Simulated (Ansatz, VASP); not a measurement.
# CO2 in VASP and in Ansatz

```
C O
1.0
     4.07018    0.00000    0.00000
    -2.03509    3.52488    0.00000
     0.00000    0.00000    4.61777
C O
3 6
Cartesian
  1.8938 0.0000 1.5393
  -0.9469 1.6401 3.0785
  1.0882 1.8848 0.0000
  1.0212 1.0021 1.0911
  2.6917 0.3834 2.6304
  2.3923 2.1394 4.1696
  0.3572 1.3855 3.5267
  -1.0139 2.5228 1.9874
  0.6567 3.1415 0.4481
```

Alike in both runs: functional PBE; k mesh 6 × 6 × 6; occupations gaussian, width 0.02 eV; no spin polarisation.

Ansatz relaxed the structure, and its values are those at the end. VASP's run is a single point on that final structure, the one shown.

```csv
,VASP,Ansatz
version,VASP 6.6.1,Ansatz 0.2.0
potentials or method,"VASP PAW PBE potentials, release 64 (C, O), cutoff 520 eV","scalar-relativistic, plane waves, PAW"
valence electrons in the cell,48,48
```

VASP gave:

```
gap on the k mesh at the Fermi level (eV) : 6.08
least direct gap on the mesh (eV)         : 6.23
pressure (GPa)                            : 1.3
rms of the force components (eV/Å)        : 0.025
```

Q: Which values does Ansatz return?

A: gap on the k mesh at the Fermi level (eV): 6.14; least direct gap on the mesh (eV): 6.29; pressure (GPa): 0.0; rms of the force components (eV/Å): 0.004.
